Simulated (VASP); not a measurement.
# Y (P6/mmm) in VASP: a series of runs

Runs on Y. Level: PBE. Tasks: single point.

All numbers are computed with VASP 6.6.1; they aren't measurements. Logs are shortened: lines on timing, memory, paths and dates and some standing lists are left out, and cuts for length are marked.

**1. The cell of the first run**

Symmetry: P6/mmm, No. 191, hexagonal system. The conventional cell has a = 5.652 Å, b = 5.652 Å, c = 3.529 Å, α = 90.00°, β = 90.00°, γ = 120.00°. Within 4.6 Å of Y (site symmetry 6/mmm) lie 14 Y at 3.53 to 3.71 Å. Y (site symmetry -6m2) has 11 Y at 3.26 to 3.71 Å within 4.3 Å.

**2. Single point, PBE**

INCAR reads:

```
  PREC = Accurate
  ENCUT = 500
  EDIFF = 1E-6
  ISMEAR = -1
  SIGMA = 0.1
  LREAL = F
  LASPH = T
  NELM = 120
  ALGO = Normal
  ISIF = 2
  LWAVE = F
  LCHARG = T
  GGA = PE
  LELF = T
  LVHAR = T
  NBANDS = 24
  GGA_COMPAT = F
```

KPOINTS reads:

```
Automatic mesh
0
Gamma
  7 7 9
```

POSCAR reads:

```
Y
1.0
    5.6520751642      0.0000000000      0.0000000000
   -2.8260375821      4.8948406763      0.0000000000
    0.0000000000      0.0000000000      3.5291948878
Y
3
Direct
    0.0000000000      1.0000000000      0.0000000000
    0.3333333333      0.6666666667      0.5000000000
    0.6666666667      0.3333333333      0.5000000000
```

Potentials or basis: VASP PAW PBE potentials, release 64 (Y_sv).

The run is started by

```bash
$ cat potpaw_PBE.64/Y_sv/POTCAR > POTCAR
$ mpirun -np 1 vasp_std > vasp.out
```

OUTCAR:

```text
PREC = Accurate
   ENCUT = 500
   EDIFF = 1E-6
   ISMEAR = -1
   LREAL = F
   LASPH = T
   NELM = 120
   ISIF = 2
   GGA = PE

 ion  position               nearest neighbor table
   1  0.000  0.000  0.000-   2 3.71   3 3.71   2 3.71   3 3.71   3 3.71   3 3.71   2 3.71   2 3.71
                             3 3.71   3 3.71   2 3.71   2 3.71
   2  0.333  0.667  0.500-   3 3.26   3 3.26   3 3.26   1 3.71   1 3.71   1 3.71   1 3.71   1 3.71
                             1 3.71
   3  0.667  0.333  0.500-   2 3.26   2 3.26   2 3.26   1 3.71   1 3.71   1 3.71   1 3.71   1 3.71
                             1 3.71

  LATTYP: Found a hexagonal cell.
 ALAT       =     5.6520751642
 C/A-ratio  =     0.6244069276

  Lattice vectors:

 A1 = (   5.6520751642,   0.0000000000,   0.0000000000)
 A2 = (  -2.8260375821,   4.8948406763,   0.0000000000)
 A3 = (   0.0000000000,   0.0000000000,   3.5291948878)

Analysis of symmetry for initial positions (statically):
=====================================================================
 Subroutine PRICEL returns:
 Original cell was already a primitive cell.

 Routine SETGRP: Setting up the symmetry group for a
 hexagonal supercell.

 Subroutine GETGRP returns: Found 24 space group operations
 (whereof 24 operations were pure point group operations)
 out of a pool of 24 trial point group operations.

The static configuration has the point symmetry D_6h.

Analysis of symmetry for dynamics (positions and initial velocities):
=====================================================================
 Subroutine PRICEL returns:
 Original cell was already a primitive cell.

 Routine SETGRP: Setting up the symmetry group for a
 hexagonal supercell.

 Subroutine GETGRP returns: Found 24 space group operations
 (whereof 24 operations were pure point group operations)
 out of a pool of 24 trial point group operations.

The dynamic configuration has the point symmetry D_6h.

 Subroutine INISYM returns: Found 24 space group operations
 (whereof 24 operations are pure point group operations),
 and found     1 'primitive' translations

----------------------------------------------------------------------------------------

                                     Primitive cell

  volume of cell :      97.6387

  direct lattice vectors                    reciprocal lattice vectors
     5.652075164  0.000000000  0.000000000     0.176926168  0.102148371  0.000000000
    -2.826037582  4.894840676  0.000000000     0.000000000  0.204296741  0.000000000
     0.000000000  0.000000000  3.529194888     0.000000000  0.000000000  0.283350745

  length of vectors
     5.652075164  5.652075164  3.529194888     0.204296741  0.204296741  0.283350745

  position of ions in fractional coordinates (direct lattice)
     0.000000000  0.000000000  0.000000000
     0.333333333  0.666666667  0.500000000
     0.666666667  0.333333333  0.500000000

  ion indices of the primitive-cell ions
   primitive index   ion index
                 1           1
                 2           2
                 3           3

----------------------------------------------------------------------------------------

 KPOINTS: Automatic mesh

Automatic generation of k-mesh.
 Grid dimensions read from file:
 generate k-points for:    7    7    9

 Generating k-lattice:

  Cartesian coordinates                     Fractional coordinates (reciprocal lattice)
     0.025275167  0.014592624  0.000000000     0.142857143 -0.000000000  0.000000000
     0.000000000  0.029185249  0.000000000     0.000000000  0.142857143  0.000000000
     0.000000000  0.000000000  0.031483416     0.000000000  0.000000000  0.111111111

  Length of vectors
     0.029185249  0.029185249  0.031483416

  Shift w.r.t. Gamma in fractional coordinates (k-lattice)
     0.000000000  0.000000000  0.000000000

 Subroutine IBZKPT returns following result:
 ===========================================

 Found     40 irreducible k-points:

 Following reciprocal coordinates:
            Coordinates               Weight
  0.000000  0.000000  0.000000      1.000000
  0.142857  0.000000  0.000000      6.000000
  0.285714  0.000000  0.000000      6.000000
  0.428571  0.000000  0.000000      6.000000
  0.142857  0.142857  0.000000      6.000000
  0.285714  0.142857  0.000000     12.000000
[... 16 lines left out ...]
  0.428571  0.142857  0.222222     12.000000
  0.285714  0.285714  0.222222     12.000000
 [... further k-points ...]
   k-points           NKPTS =     40   k-points in BZ     NKDIM =     40   number of bands    NBANDS=     24
   number of dos      NEDOS =    301   number of ions     NIONS =      3
   total plane-waves  NPLWV =  49392
   dimension x,y,z NGX =    42 NGY =   42 NGZ =   28
   dimension x,y,z NGXF=    84 NGYF=   84 NGZF=   56
   ions per type =               3
   NGX,Y,Z   is equivalent  to a cutoff of  12.35, 12.35, 13.19 a.u.
   NGXF,Y,Z  is equivalent  to a cutoff of  24.71, 24.71, 26.38 a.u.
 SYSTEM =  unknown system
   PREC   = accura    normal or accurate (medium, high low for compatibility)
   ISTART =      0    job   : 0-new  1-cont  2-samecut
   ICHARG =      2    charge: 1-file 2-atom 10-const
   ISPIN  =      1    spin polarized calculation?
   LNONCOLLINEAR =      F non collinear calculations
   LSORBIT =      F    spin-orbit coupling
   LASPH  =      T    aspherical Exc in radial PAW
   ENCUT  =  500.0 eV  36.75 Ry    6.06 a.u.  10.31 10.31  6.43*2*pi/ulx,y,z
   NELM   =    120;   NELMIN=  2; NELMDL= -5     # of ELM steps
   EDIFF  = 0.1E-05   stopping-criterion for ELM
   LREAL  =      F    real-space projection
   EDIFFG = 0.1E-04   stopping-criterion for IOM
   NSW    =      0    number of steps for IOM
   IBRION =     -1    ionic relax: 0-MD 1-quasi-New 2-CG
   NFREE  =      0    steps in history (QN), initial steepest desc. (CG)
   ISIF   =      2    stress and relaxation
   ISYM   =      2    0-nonsym 1-usesym 2-fastsym
   POTIM  = 0.5000    time-step for ionic-motion
   TEBEG  =    0.0;   TEEND  =   0.0 temperature during run
   PSTRESS=    0.0 pullay stress
   NELECT =      33.0000    total number of electrons
   NUPDOWN=      -1.0000    fix difference up-down
   EMIN   =  10.00;   EMAX   =-10.00  energy-range for DOS
   EFERMI =   0.00;   METHOD = LEGACY
   ISMEAR =    -1;   SIGMA  =   0.10  broadening in eV -4-tet -1-fermi 0-gaus
   EFERMI_NEDOS =   21; number of points for ismear=-14 and -15
   IALGO  =     38    algorithm
   IMIX   =      4    mixing-type and parameters
     AMIX     =   0.40;   BMIX     =  1.00
     AMIX_MAG =   1.60;   BMIX_MAG =  1.00
  volume/ion in A,a.u.               =      32.55       219.63
  Fermi-wavevector in a.u.,A,eV,Ry     =   1.140352  2.154952 17.693040  1.300402
  Thomas-Fermi vector in A             =   2.277054
   LORBIT       =      0    0 simple, 1 ext, 2 COOP (PROOUT), +10 PAW based schemes
   GGA     = PE    functional components
   LHFCALC =     F    Hartree Fock is set to
   AEXX    =    0.0000 exact exchange contribution
   IVDW    =     0    specifies the selected vdW correction
   LEPSILON=     F    determine dielectric tensor
   LRPA    =     F    only Hartree local field effects (RPA)
 non-spin polarized calculation
  energy-cutoff  :      500.00
  volume of cell :       97.64
 maximum number of plane-waves:      2506
 NGX is ok and might be reduce to    42
   NGX = 21   NGY = 21   NGZ = 13

 number of electron      33.0000000 magnetization

 Free energy of the ion-electron system (eV)
  ---------------------------------------------------
  ext. energy  EPLUGINS =         0.00000000
  ---------------------------------------------------
  free energy    TOTEN  =       -19.20572206 eV

  energy without entropy =      -19.01795266  energy(sigma->0) =      -19.11183736

 E-fermi :   2.9985     XC(G=0):  -9.4584

 val. band max:        2.9895033553   @ k =   0.1429   0.1429   0.3333
 cond. band min:       3.0156322382   @ k =   0.2857   0.0000   0.2222
 fundamental gap:      0.0261288828
 Fermi energy:         2.9984917228

 k-point     1 :       0.0000    0.0000    0.0000
  band No.  band energies     occupation
      1     -39.6794      2.00000
      2     -39.5715      2.00000
      3     -39.5713      2.00000
      4     -19.8686      2.00000
      5     -19.8686      2.00000
      6     -19.6628      2.00000
[... 16 lines left out ...]
     23       5.8396      0.00000
     24       5.8406      0.00000

 k-point     2 :       0.1429    0.0000    0.0000
  band No.  band energies     occupation
      1     -39.6740      2.00000
      2     -39.5759      2.00000
      3     -39.5723      2.00000
      4     -19.8983      2.00000
      5     -19.8739      2.00000
      6     -19.6263      2.00000
[... 16 lines left out ...]
     23       5.5200      0.00000
     24       5.5611      0.00000

 k-point     3 :       0.2857    0.0000    0.0000
  band No.  band energies     occupation
      1     -39.6596      2.00000
      2     -39.5883      2.00000
      3     -39.5745      2.00000
      4     -19.9466      2.00000
      5     -19.8525      2.00000
      6     -19.5591      2.00000
[... 16 lines left out ...]
     23       5.4561      0.00000
     24       6.0475      0.00000

 k-point     4 :       0.4286    0.0000    0.0000
  band No.  band energies     occupation
      1     -39.6420      2.00000
      2     -39.6043      2.00000
      3     -39.5763      2.00000
      4     -19.9767      2.00000
      5     -19.7855      2.00000
      6     -19.6079      2.00000
[... 16 lines left out ...]
     23       5.7029      0.00000
     24       6.2531      0.00000

 k-point     5 :       0.1429    0.1429    0.0000
  band No.  band energies     occupation
      1     -39.6641      2.00000
      2     -39.5840      2.00000
      3     -39.5742      2.00000
      4     -19.9247      2.00000
      5     -19.8749      2.00000
      6     -19.5688      2.00000
[... 16 lines left out ...]
     23       5.3203      0.00000
     24       5.8909      0.00000

 k-point     6 :       0.2857    0.1429    0.0000
  band No.  band energies     occupation
      1     -39.6474      2.00000
      2     -39.5984      2.00000
      3     -39.5768      2.00000
      4     -19.9506      2.00000
      5     -19.8354      2.00000
      6     -19.5745      2.00000
[... 16 lines left out ...]
     23       5.4250      0.00000
     24       6.4443      0.00000
[... 379 lines left out ...]
 k-point    21 :       0.1429    0.1429    0.2222
  band No.  band energies     occupation
      1     -39.6510      2.00000
      2     -39.5737      2.00000
      3     -39.5659      2.00000
      4     -19.8976      2.00000
      5     -19.8373      2.00000
      6     -19.6627      2.00000
[... 16 lines left out ...]
     23       5.5650      0.00000
     24       5.7944      0.00000

 k-point    22 :       0.2857    0.1429    0.2222
  band No.  band energies     occupation
      1     -39.6355      2.00000
      2     -39.5878      2.00000
      3     -39.5675      2.00000
      4     -19.9232      2.00000
      5     -19.8032      2.00000
      6     -19.6612      2.00000
[... 16 lines left out ...]
     23       5.5992      0.00000
     24       6.1029      0.00000

 k-point    23 :       0.4286    0.1429    0.2222
  band No.  band energies     occupation
      1     -39.6239      2.00000
      2     -39.5988      2.00000
      3     -39.5681      2.00000
      4     -19.9332      2.00000
      5     -19.7661      2.00000
      6     -19.6878      2.00000
[... 16 lines left out ...]
     23       5.5000      0.00000
     24       6.4366      0.00000

 k-point    24 :       0.2857    0.2857    0.2222
  band No.  band energies     occupation
      1     -39.6202      2.00000
      2     -39.6016      2.00000
      3     -39.5691      2.00000
      4     -19.9298      2.00000
      5     -19.7560      2.00000
      6     -19.6895      2.00000
[... 16 lines left out ...]
     23       5.2109      0.00000
     24       6.4752      0.00000

 [... further k-points ...]

------------------------ aborting loop because EDIFF is reached ----------------------------------------

  FORCE on cell =-STRESS in cart. coord.  units (eV):
  Direction    XX          YY          ZZ          XY          YZ          ZX
  --------------------------------------------------------------------------------------
  -------------------------------------------------------------------------------------
  Total       -0.0579527     -0.0579527     -0.0625603      0.0000000     -0.0000000      0.0000000
  in kB       -0.9509603     -0.9509603     -1.0265676      0.0000000     -0.0000000      0.0000000
  external PRESSURE =      -0.9761627 kB  Pullay stress =       0.0000000 kB

 VOLUME and BASIS-vectors are now :
 -----------------------------------------------------------------------------
  energy-cutoff  :      500.00
  volume of cell :       97.64
      direct lattice vectors                 reciprocal lattice vectors
     5.652075164  0.000000000  0.000000000     0.176926168  0.102148371  0.000000000
    -2.826037582  4.894840676  0.000000000     0.000000000  0.204296741  0.000000000
     0.000000000  0.000000000  3.529194888     0.000000000  0.000000000  0.283350745

 POSITION                                       TOTAL-FORCE (eV/Angst)
 -----------------------------------------------------------------------------------
      0.00000      0.00000      0.00000        -0.000000      0.000000      0.000000
     -0.00000      3.26323      1.76460         0.000000     -0.000000      0.000000
      2.82604      1.63161      1.76460        -0.000000      0.000000     -0.000000
 -----------------------------------------------------------------------------------
    total drift:                               -0.000000      0.000000     -0.000000

  FREE ENERGIE OF THE ION-ELECTRON SYSTEM (eV)
  ---------------------------------------------------
  free  energy   TOTEN  =       -19.2057220580 eV

  energy  without entropy=      -19.0179526612  energy(sigma->0) =      -19.11183736
```

It took 45 s on 1 thread of Intel Xeon 6975P-C (Granite Rapids), shared host; peak memory 0.25 GiB.

What came out:

* Free energy: -19.2057 eV
* Pressure: -0.1 GPa

Levels at points of the mesh, in eV from the Fermi level:
| k point | band 15 | band 16 | band 17 | band 18 | band 19 | band 20 |
| --- | --- | --- | --- | --- | --- | --- |
| (0.00, 0.00, 0.00) | 0.07 | 0.07 | 0.12 | 0.12 | 0.46 | 1.73 |

**3. Single point, PBE (volume scaled by 0.88)**

INCAR reads:

```
SYSTEM = Y
PREC     = Accurate       ! precision mode
ENCUT    = 500            ! plane-wave cutoff, eV
EDIFF    = 1E-6           ! SCF threshold, eV
ISMEAR   = -1             ! smearing method
SIGMA    = 0.1            ! smearing width, eV
LREAL    = .FALSE.        ! projectors in reciprocal space
LASPH    = .TRUE.         ! aspherical terms in the spheres
NELM     = 120            ! most SCF steps
ALGO     = Normal         ! electronic algorithm
ISIF     = 2              ! what is computed and relaxed
LWAVE    = .FALSE.        ! write WAVECAR
LCHARG   = .FALSE.        ! write CHGCAR
GGA      = PE             ! functional
NBANDS   = 24             ! bands
GGA_COMPAT= .FALSE.
```

KPOINTS reads:

```
regular mesh
0
G
  7 7 10
  0 0 0
```

POSCAR reads:

```
Y
1.0
    5.4162930350      0.0000000000      0.0000000000
   -2.7081465175      4.6906473627      0.0000000000
    0.0000000000      0.0000000000      3.3819708930
Y
3
Direct
    0.0000000000      1.0000000000      0.0000000000
    0.3333333333      0.6666666667      0.5000000000
    0.6666666667      0.3333333333      0.5000000000
```

Potentials or basis: VASP PAW PBE potentials, release 64 (Y_sv).

The run is started by

```bash
$ cat potpaw_PBE.64/Y_sv/POTCAR > POTCAR
$ mpirun -np 1 vasp_std > vasp.out
```

Wall time 43 s (1 thread of Intel Xeon 6975P-C (Granite Rapids), shared host); peak memory 0.25 GiB.

It converged, with:

- Free energy: -19.0083 eV
- Pressure: 5.9 GPa

Stress tensor (GPa, compression positive):
```
6.17 0.00 0.00
0.00 6.17 0.00
0.00 0.00 5.50
```

Levels at points of the mesh, in eV from the Fermi level:
```
           k point  band 13  band 14  band 15  band 16  band 17  band 18  band 19  band 20  band 21  band 22
(0.00, 0.00, 0.00)    -4.80    -1.24     0.18     0.18     0.24     0.24     0.56     1.89     2.62     2.62
(0.00, 0.00, 0.50)    -1.62    -1.38    -1.38    -0.94    -0.82    -0.82     1.88     1.88     2.45     2.45
```

(Continued in part 2 of 2.)
